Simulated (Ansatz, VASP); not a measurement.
Ge: VASP beside Ansatz

```xyz
2
Lattice="0.0000 2.7563 2.7563 2.7563 0.0000 2.7563 2.7563 2.7563 0.0000" Properties=species:S:1:pos:R:3 pbc="T T T"
Ge    0.0000    0.0000    0.0000
Ge    1.3782    1.3782    1.3782
```

Alike in both runs: task single point; functional PBE; k mesh 6 × 6 × 6; no spin polarisation.

```csv
,VASP,Ansatz
version,VASP 6.6.1,Ansatz 0.2.0
potentials or method,"VASP PAW PBE potentials, release 64 (Ge_d), cutoff 500 eV","plane waves, PAW"
occupations,"gaussian, width 0.01 eV",fixed
valence electrons in the cell,28,28
```

Ansatz gave:

| Property | Result |
| --- | --- |
| pressure (GPa) | 10.6 |

**Question.** Estimate VASP's values.

**Answer.** Pressure (GPa): 10.5.
